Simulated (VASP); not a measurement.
# Na3LiB5 (P-62m) in VASP: a series of runs, part 2 of 2

VASP 6.6.1. The steps go on from the part before.

## (3) Single point, PBE

This run uses another cell than the first one, of 13.05 Å³/atom, 1.119 times its volume.

INCAR

```
PREC = Accurate
ENCUT = 520
EDIFF = 1E-7
ISMEAR = 0
SIGMA = 0.1
LREAL = F
LASPH = T
NELM = 100
ALGO = Normal
ISIF = 2
LWAVE = F
LCHARG = F
GGA = PE
NBANDS = 30
```

KPOINTS

```
regular mesh
0
Gamma
  3 3 6
```

POSCAR

```
Na3LiB5
1.0
    5.5844803903      0.0000000000      0.0000000000
   -2.7922401951      4.8363018849      0.0000000000
    0.0000000000      0.0000000000      4.3476886944
Na Li B
3 1 5
Direct
    0.5945019954      0.0000000000      0.0000000000
    0.0000000000      0.5945019954      0.0000000000
    0.4054980046      0.4054980046      0.0000000000
    0.0000000000      0.0000000000      0.0000000000
    0.3865348239      0.0000000000      0.5000000000
    0.0000000000      0.3865348239      0.5000000000
    0.6134651761      0.6134651761      0.5000000000
    0.3333333333      0.6666666667      0.5000000000
    0.6666666667      0.3333333333      0.5000000000
```

Potentials or basis: VASP PAW PBE potentials, release 64 (Na_pv, Li_sv, B).

Command:

```bash
$ cat potpaw_PBE.64/Na_pv/POTCAR potpaw_PBE.64/Li_sv/POTCAR potpaw_PBE.64/B/POTCAR > POTCAR
$ mpirun -np 1 vasp_std > vasp.out
```

Wall time 82 s (1 thread of Oxide Virtual Turin-like, shared host); peak memory 0.21 GiB.

It converged, with:

```
Free energy   : -33.4770 eV
Largest force : 0.016 eV/Å
```

Forces on the atoms (eV/Å):
```
Na  -0.016  0.000  0.000
Na   0.008 -0.014  0.000
Na   0.008  0.014  0.000
Li   0.000  0.000  0.000
B   -0.005  0.000  0.000
B    0.003 -0.005  0.000
B    0.003  0.005  0.000
B    0.000  0.000  0.000
B    0.000  0.000  0.000
```

Levels at points of the mesh, in eV from the Fermi level:
```csv
k point,band 18,band 19,band 20,band 21,band 22,band 23
"(0.00, 0.00, 0.00)",-1.37,1.06,1.28,1.28,1.46,1.46
"(0.00, 0.00, 0.50)",-0.71,-0.31,-0.31,-0.16,2.05,2.05
```

Caveat: the k points lie up to 0.43 Å⁻¹ apart; the cutoff is under 1.25 times the usual one of these potentials, so pressure, stress and relaxed cells hold a basis-set (Pulay) error.

## (4) Single point, PBE

This run uses another cell than the first one, of 13.05 Å³/atom, 1.119 times its volume.

INCAR

```
SYSTEM = Na3LiB5
PREC = Accurate
ENCUT = 520
EDIFF = 1E-7
ISMEAR = 0
SIGMA = 0.1
LREAL = .False.
LASPH = .True.
NELM = 100
ALGO = Normal
ISIF = 2
LWAVE = .False.
LCHARG = .False.
GGA = PE
NBANDS = 30
```

KPOINTS

```
Automatic mesh
0
Gamma
  6 6 4
  0 0 0
```

POSCAR is that of step 3.

Potentials or basis: VASP PAW PBE potentials, release 64 (Na_pv, Li_sv, B).

Command:

```bash
$ cat potpaw_PBE.64/Na_pv/POTCAR potpaw_PBE.64/Li_sv/POTCAR potpaw_PBE.64/B/POTCAR > POTCAR
$ mpirun -np 1 vasp_std > vasp.out
```

OUTCAR:

```text
SYSTEM = Na3LiB5
   PREC = Accurate
   ENCUT = 520
   EDIFF = 1E-7
   ISMEAR = 0
   LREAL = .False.
   LASPH = .True.
   NELM = 100
   ISIF = 2
   GGA = PE

 ion  position               nearest neighbor table
   1  0.595  0.000  0.000-   4 2.26   5 2.46   5 2.46
   2  0.000  0.595  0.000-   4 2.26   6 2.46   6 2.46
   3  0.405  0.405  0.000-   4 2.26   7 2.46   7 2.46
   4  0.000  0.000  0.000-   2 2.26   3 2.26   1 2.26
   5  0.387  0.000  0.500-   8 1.73   9 1.73   1 2.46   1 2.46
   6  0.000  0.387  0.500-   9 1.73   8 1.73   2 2.46   2 2.46
   7  0.613  0.613  0.500-   9 1.73   8 1.73   3 2.46   3 2.46
   8  0.333  0.667  0.500-   5 1.73   6 1.73   7 1.73
[... 905 lines left out ...]
  external PRESSURE =       1.3284716 kB  Pullay stress =       0.0000000 kB

 VOLUME and BASIS-vectors are now :
 -----------------------------------------------------------------------------
  energy-cutoff  :      520.00
  volume of cell :      117.42
      direct lattice vectors                 reciprocal lattice vectors
     5.584480390  0.000000000  0.000000000     0.179067689  0.103384779  0.000000000
    -2.792240195  4.836301885  0.000000000     0.000000000  0.206769557  0.000000000
     0.000000000  0.000000000  4.347688694     0.000000000  0.000000000  0.230007268

 POSITION                                       TOTAL-FORCE (eV/Angst)
 -----------------------------------------------------------------------------------
      3.31998      0.00000      0.00000        -0.024684      0.000000      0.000000
     -1.65999      2.87519      0.00000         0.012342     -0.021377     -0.000000
      1.13225      1.96111      0.00000         0.012342      0.021377     -0.000000
      0.00000      0.00000      0.00000        -0.000000      0.000000     -0.000000
      2.15860      0.00000      2.17384        -0.033318     -0.000000     -0.000000
     -1.07930      1.86940      2.17384         0.016659     -0.028854     -0.000000
      1.71294      2.96690      2.17384         0.016659      0.028854     -0.000000
     -0.00000      3.22420      2.17384        -0.000000      0.000000     -0.000000
      2.79224      1.61210      2.17384        -0.000000     -0.000000     -0.000000
 -----------------------------------------------------------------------------------
    total drift:                               -0.000005     -0.000009      0.000001

  FREE ENERGIE OF THE ION-ELECTRON SYSTEM (eV)
  ---------------------------------------------------
  free  energy   TOTEN  =       -33.5471811698 eV

  energy  without entropy=      -33.5367092922  energy(sigma->0) =      -33.54194523
```

It took 1.7 min on 1 thread of Oxide Virtual Turin-like, shared host; peak memory 0.21 GiB.

What came out:

```yaml
Free_energy: -33.5472 eV
Largest_force: 0.033 eV/Å
```

Forces on the atoms (eV/Å):
```
Na  -0.025  0.000  0.000
Na   0.012 -0.021  0.000
Na   0.012  0.021  0.000
Li   0.000  0.000  0.000
B   -0.033  0.000  0.000
B    0.017 -0.029  0.000
B    0.017  0.029  0.000
B    0.000  0.000  0.000
B    0.000  0.000  0.000
```

Levels at points of the mesh, in eV from the Fermi level:
| k point | band 16 | band 17 | band 18 | band 19 | band 20 | band 21 | band 22 | band 23 |
| --- | --- | --- | --- | --- | --- | --- | --- | --- |
| (0.00, 0.00, 0.00) | -3.51 | -2.75 | -1.31 | 1.11 | 1.34 | 1.34 | 1.51 | 1.51 |
| (0.50, 0.00, 0.00) | -2.22 | -1.98 | -1.22 | -0.95 | 0.20 | 0.88 | 0.97 | 3.16 |
| (0.00, 0.00, 0.50) | -3.26 | -3.26 | -0.65 | -0.25 | -0.25 | -0.11 | 2.10 | 2.10 |
| (0.50, 0.00, 0.50) | -2.87 | -2.85 | -2.16 | -0.84 | -0.58 | 0.85 | 1.12 | 2.22 |

Caveat: the k points lie up to 0.36 Å⁻¹ apart; the cutoff is under 1.25 times the usual one of these potentials, so pressure, stress and relaxed cells hold a basis-set (Pulay) error.

## (5) The runs side by side

```tsv
cell	k mesh	gap on the mesh (eV)	largest force (eV/Å)
a = 5.818, b = 5.818, c = 3.580 Å, angles 90.0, 90.0, 120.0°, 9 atoms	3 × 3 × 6	none	0.93
a = 5.584, b = 5.584, c = 4.348 Å, angles 90.0, 90.0, 120.0°, 9 atoms	3 × 3 × 6	none	0.02
a = 5.584, b = 5.584, c = 4.348 Å, angles 90.0, 90.0, 120.0°, 9 atoms	6 × 6 × 4	none	0.03
```

Alike in all rows: task single point; level PBE; potentials or basis VASP PAW PBE potentials, release 64 (Na_pv, Li_sv, B); no spin polarisation; cutoff (eV) 520; smearing gaussian 0.1 eV.

Caveats: all runs use coarse meshes; the cutoff is under 1.25 times the usual one of these potentials, so pressure, stress and relaxed cells hold a basis-set (Pulay) error.

Total energies depend on the potentials used, so only differences within one code and one set of settings carry meaning.
